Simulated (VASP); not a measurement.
# MgI2 in VASP: single point with PBE+D3(BJ)

Aim: the single point of MgI2 with PBE+D3(BJ).

Everything below comes from runs of VASP 6.6.1. Logs are shortened: lines on timing, memory, paths and dates and some standing lists are left out, and cuts for length are marked.

## Step 1: The cell of the first run

The cell holds a sheet with vacuum, 3 atoms: a = 4.131 Å, b = 4.131 Å, c = 30.600 Å, α = 90.00°, β = 90.00°, γ = 120.00°.

## Step 2: Single point, PBE+D3(BJ)

File INCAR:

```
SYSTEM = MgI2
  PREC = Accurate
  ENCUT = 520
  EDIFF = 1E-6
  ISMEAR = 0
  SIGMA = 0.03
  LREAL = .False.
  LASPH = .True.
  NELM = 120
  ALGO = Normal
  ISIF = 2
  LWAVE = .False.
  LCHARG = .True.
  LDIPOL = .True.
  IDIPOL = 3
  DIPOL = 0.5 0.5 0.284
  GGA = PE
  IVDW = 12
  LELF = .True.
  LVHAR = .True.
  LVACPOTAV = .True.
  NBANDS = 15
  GGA_COMPAT = .False.
  NELMDL = -8
```

File KPOINTS:

```
regular mesh
0
Gamma
  12 12 1
  0 0 0
```

File POSCAR:

```
MgI2
1.0
    4.1313874570      0.0000000000      0.0000000000
   -2.0656937285      3.5778864906      0.0000000000
    0.0000000000      0.0000000000     30.5999999982
I Mg
2 1
Direct
    0.3333333333      0.6666666667      0.2293452822
    0.6666666667      0.3333333333      0.3392821688
    0.0000000000      0.0000000000      0.2843137255
```

Potentials or basis: VASP PAW PBE potentials, release 64 (I, Mg).

The run is started by

```bash
cat potpaw_PBE.64/I/POTCAR potpaw_PBE.64/Mg/POTCAR > POTCAR
mpirun -np 1 vasp_std > vasp.out
```

OUTCAR:

```text
SYSTEM = MgI2
   PREC = Accurate
   ENCUT = 520
   EDIFF = 1E-6
   ISMEAR = 0
   LREAL = .False.
   LASPH = .True.
   NELM = 120
   ISIF = 2
   GGA = PE
   IVDW = 12
   NELMDL = -8
 IVDW          = 12

 ion  position               nearest neighbor table
   1  0.333  0.667  0.229-   3 2.92   3 2.92   3 2.92
   2  0.667  0.333  0.339-   3 2.92   3 2.92   3 2.92
   3  0.000  0.000  0.284-   1 2.92   2 2.92   1 2.92   2 2.92   2 2.92   1 2.92

  LATTYP: Found a hexagonal cell.
 ALAT       =     4.1313874570
 C/A-ratio  =     7.4067127125

  Lattice vectors:

 A1 = (   4.1313874570,   0.0000000000,   0.0000000000)
 A2 = (  -2.0656937285,   3.5778864906,   0.0000000000)
 A3 = (   0.0000000000,   0.0000000000,  30.5999999982)

Analysis of symmetry for initial positions (statically):
=====================================================================
 Subroutine PRICEL returns:
 Original cell was already a primitive cell.

 Routine SETGRP: Setting up the symmetry group for a
 hexagonal supercell.

 Subroutine GETGRP returns: Found 12 space group operations
 (whereof  6 operations were pure point group operations)
 out of a pool of 24 trial point group operations.

The static configuration has the point symmetry C_3v.
 The point group associated with its full space group is D_3d.

Analysis of symmetry for dynamics (positions and initial velocities):
=====================================================================
 Subroutine PRICEL returns:
 Original cell was already a primitive cell.

 Routine SETGRP: Setting up the symmetry group for a
 hexagonal supercell.

 Subroutine GETGRP returns: Found 12 space group operations
 (whereof  6 operations were pure point group operations)
 out of a pool of 24 trial point group operations.

The dynamic configuration has the point symmetry C_3v.
 The point group associated with its full space group is D_3d.

 Subroutine INISYM returns: Found 12 space group operations
 (whereof  6 operations are pure point group operations),
 and found     1 'primitive' translations

----------------------------------------------------------------------------------------

                                     Primitive cell

  volume of cell :     452.3180

  direct lattice vectors                    reciprocal lattice vectors
     4.131387457  0.000000000  0.000000000     0.242049435  0.139747306  0.000000000
    -2.065693728  3.577886491  0.000000000     0.000000000  0.279494613  0.000000000
     0.000000000  0.000000000 30.599999998     0.000000000  0.000000000  0.032679739

  length of vectors
     4.131387457  4.131387457 30.599999998     0.279494613  0.279494613  0.032679739

  position of ions in fractional coordinates (direct lattice)
     0.333333333  0.666666667  0.229345282
     0.666666667  0.333333333  0.339282169
     0.000000000  0.000000000  0.284313725

  ion indices of the primitive-cell ions
   primitive index   ion index
                 1           1
                 2           2
                 3           3

----------------------------------------------------------------------------------------

 KPOINTS: regular mesh

Automatic generation of k-mesh.
 Grid dimensions read from file:
 generate k-points for:   12   12    1

 Generating k-lattice:

  Cartesian coordinates                     Fractional coordinates (reciprocal lattice)
     0.020170786  0.011645609  0.000000000     0.083333333 -0.000000000  0.000000000
     0.000000000  0.023291218  0.000000000     0.000000000  0.083333333  0.000000000
     0.000000000  0.000000000  0.032679739     0.000000000  0.000000000  1.000000000

  Length of vectors
     0.023291218  0.023291218  0.032679739

  Shift w.r.t. Gamma in fractional coordinates (k-lattice)
     0.000000000  0.000000000  0.000000000

 Subroutine IBZKPT returns following result:
 ===========================================

 Found     19 irreducible k-points:

 Following reciprocal coordinates:
            Coordinates               Weight
  0.000000  0.000000  0.000000      1.000000
  0.083333 -0.000000  0.000000      6.000000
  0.166667 -0.000000  0.000000      6.000000
  0.250000 -0.000000  0.000000      6.000000
  0.333333 -0.000000  0.000000      6.000000
  0.416667 -0.000000  0.000000      6.000000
[... 11 lines left out ...]
  0.333333  0.250000  0.000000     12.000000
  0.333333  0.333333  0.000000      2.000000
   k-points           NKPTS =     19   k-points in BZ     NKDIM =     19   number of bands    NBANDS=     15
   number of dos      NEDOS =    301   number of ions     NIONS =      3
   total plane-waves  NPLWV = 245760
   dimension x,y,z NGX =    32 NGY =   32 NGZ =  240
   dimension x,y,z NGXF=    64 NGYF=   64 NGZF=  480
   ions per type =               2   1
   NGX,Y,Z   is equivalent  to a cutoff of  12.88, 12.88, 13.04 a.u.
   NGXF,Y,Z  is equivalent  to a cutoff of  25.75, 25.75, 26.08 a.u.
 SYSTEM =  MgI2
   PREC   = accura    normal or accurate (medium, high low for compatibility)
   ISTART =      0    job   : 0-new  1-cont  2-samecut
   ICHARG =      2    charge: 1-file 2-atom 10-const
   ISPIN  =      1    spin polarized calculation?
   LNONCOLLINEAR =      F non collinear calculations
   LSORBIT =      F    spin-orbit coupling
   LASPH  =      T    aspherical Exc in radial PAW
   ENCUT  =  520.0 eV  38.22 Ry    6.18 a.u.   7.68  7.68 56.90*2*pi/ulx,y,z
   NELM   =    120;   NELMIN=  2; NELMDL= -8     # of ELM steps
   EDIFF  = 0.1E-05   stopping-criterion for ELM
   LREAL  =      F    real-space projection
   EDIFFG = 0.1E-04   stopping-criterion for IOM
   NSW    =      0    number of steps for IOM
   IBRION =     -1    ionic relax: 0-MD 1-quasi-New 2-CG
   NFREE  =      0    steps in history (QN), initial steepest desc. (CG)
   ISIF   =      2    stress and relaxation
   ISYM   =      2    0-nonsym 1-usesym 2-fastsym
   POTIM  = 0.5000    time-step for ionic-motion
   TEBEG  =    0.0;   TEEND  =   0.0 temperature during run
   PSTRESS=    0.0 pullay stress
   NELECT =      16.0000    total number of electrons
   NUPDOWN=      -1.0000    fix difference up-down
   EMIN   =  10.00;   EMAX   =-10.00  energy-range for DOS
   EFERMI =   0.00;   METHOD = LEGACY
   ISMEAR =     0;   SIGMA  =   0.03  broadening in eV -4-tet -1-fermi 0-gaus
   EFERMI_NEDOS =   21; number of points for ismear=-14 and -15
   IALGO  =     38    algorithm
   IMIX   =      4    mixing-type and parameters
     AMIX     =   0.40;   BMIX     =  1.00
     AMIX_MAG =   1.60;   BMIX_MAG =  1.00
  volume/ion in A,a.u.               =     150.77      1017.46
  Fermi-wavevector in a.u.,A,eV,Ry     =   0.537403  1.015545  3.929391  0.288802
  Thomas-Fermi vector in A             =   1.563162
   LORBIT       =      0    0 simple, 1 ext, 2 COOP (PROOUT), +10 PAW based schemes
   GGA     = PE    functional components
   LHFCALC =     F    Hartree Fock is set to
   AEXX    =    0.0000 exact exchange contribution
   IVDW    =    12    specifies the selected vdW correction
   LEPSILON=     F    determine dielectric tensor
   LRPA    =     F    only Hartree local field effects (RPA)
 non-spin polarized calculation
 Gauss-broadening in eV      SIGMA  =   0.03
  energy-cutoff  :      520.00
  volume of cell :      452.32
 maximum number of plane-waves:     12263
 NGX is ok and might be reduce to    32
   NGX = 15   NGY = 15   NGZ =113

 dipolmoment           0.000000      0.000000     -0.000001 electrons x Angstroem

 number of electron      16.0000002 magnetization

 dipolmoment           0.000000      0.000000      0.000003 electrons x Angstroem

 Free energy of the ion-electron system (eV)
  ---------------------------------------------------
  ext. energy  EPLUGINS =         0.00000000
  ---------------------------------------------------
  free energy    TOTEN  =        -7.72180711 eV

  energy without entropy =       -7.72180711  energy(sigma->0) =       -7.72180711

 E-fermi :  -4.2127     XC(G=0):  -2.1804

 val. band max:       -4.3974726515   @ k =   0.0000   0.0000   0.0000
 cond. band min:      -0.7745330371   @ k =   0.5000  -0.0000   0.0000
 fundamental gap:      3.6229396144
 Fermi energy:        -4.2127146945

 k-point     1 :       0.0000    0.0000    0.0000
  band No.  band energies     occupation
      1     -16.3230      2.00000
      2     -15.8003      2.00000
      3      -7.4727      2.00000
      4      -5.1410      2.00000
      5      -4.6693      2.00000
      6      -4.6693      2.00000
      7      -4.3975      2.00000
      8      -4.3975      2.00000
      9      -0.3235      0.00000
     10       0.5377      0.00000
     11       1.5473      0.00000
     12       1.6104      0.00000
     13       2.0192      0.00000
     14       2.2958      0.00000
     15       2.3540      0.00000

 k-point     2 :       0.0833   -0.0000    0.0000
  band No.  band energies     occupation
      1     -16.2870      2.00000
      2     -15.7773      2.00000
      3      -7.4385      2.00000
      4      -5.2055      2.00000
      5      -4.8948      2.00000
      6      -4.7604      2.00000
      7      -4.6444      2.00000
      8      -4.4143      2.00000
      9      -0.0675      0.00000
     10       0.8369      0.00000
     11       1.5823      0.00000
     12       1.5904      0.00000
     13       2.0482      0.00000
     14       2.3005      0.00000
     15       2.3622      0.00000
[... 275 lines left out ...]
      3      -7.6412      2.00000
      4      -7.0030      2.00000
      5      -6.6593      2.00000
      6      -6.1528      2.00000
      7      -5.3444      2.00000
      8      -5.0932      2.00000
      9      -0.0057      0.00000
     10       1.8106      0.00000
     11       2.1458      0.00000
     12       2.8961      0.00000
     13       3.2900      0.00000
     14       3.9721      0.00000
     15       3.9842      0.00000

 k-point    19 :       0.3333    0.3333    0.0000
  band No.  band energies     occupation
      1     -15.5003      2.00000
      2     -15.5003      2.00000
      3      -7.5639      2.00000
      4      -6.8773      2.00000
      5      -6.8773      2.00000
      6      -6.3905      2.00000
      7      -5.2170      2.00000
      8      -5.2170      2.00000
      9       0.0067      0.00000
     10       1.9824      0.00000
     11       1.9824      0.00000
     12       3.6113      0.00000
     13       3.6361      0.00000
     14       4.0099      0.00000
     15       4.0099      0.00000

------------------------ aborting loop because EDIFF is reached ----------------------------------------

 Edisp (eV)   -0.70521

 E8    (eV) :    -0.3336

  FORCE on cell =-STRESS in cart. coord.  units (eV):
  Direction    XX          YY          ZZ          XY          YZ          ZX
  --------------------------------------------------------------------------------------
  -------------------------------------------------------------------------------------
  Total      -0.04114    -0.04114    -0.03724     0.00000     0.00000     0.00000
  in kB      -0.14571    -0.14571    -0.13190     0.00000     0.00000     0.00000
  external pressure =       -0.14 kB  Pullay stress =        0.00 kB

 VOLUME and BASIS-vectors are now :
 -----------------------------------------------------------------------------
  energy-cutoff  :      520.00
  volume of cell :      452.32
      direct lattice vectors                 reciprocal lattice vectors
     4.131387457  0.000000000  0.000000000     0.242049435  0.139747306  0.000000000
    -2.065693728  3.577886491  0.000000000     0.000000000  0.279494613  0.000000000
     0.000000000  0.000000000 30.599999998     0.000000000  0.000000000  0.032679739

 POSITION                                       TOTAL-FORCE (eV/Angst)
 -----------------------------------------------------------------------------------
     -0.00000      2.38526      7.01797         0.000000     -0.000000      0.009993
      2.06569      1.19263     10.38203        -0.000000      0.000000     -0.009993
      0.00000      0.00000      8.70000        -0.000000      0.000000      0.000000
 -----------------------------------------------------------------------------------
    total drift:                                0.000000     -0.000000      0.000016

  FREE ENERGIE OF THE ION-ELECTRON SYSTEM (eV)
  ---------------------------------------------------
  free  energy   TOTEN  =        -8.4270212292 eV

  energy  without entropy=       -8.4270212292  energy(sigma->0) =       -8.42702123

 vacuum level on the upper side and lower side of the slab         1.945         1.945
```

Wall time 3.4 min (1 thread of Intel Xeon Platinum 8375C at 2.90GHz (Ice Lake), shared host); peak memory 0.58 GiB.

Results:

| Item | Value |
| --- | --- |
| Free energy | -8.4270 eV |
| Largest force | 0.010 eV/Å |
| Band gap on the k mesh | 3.62 eV (least direct gap 4.07 eV) |
| Dispersion energy per atom | -0.235 eV |

Forces on the atoms (eV/Å):
```
I    0.000  0.000  0.010
I    0.000  0.000 -0.010
Mg   0.000  0.000  0.000
```

Caveat: spin-orbit coupling is left out, which moves the levels of the heavy elements.
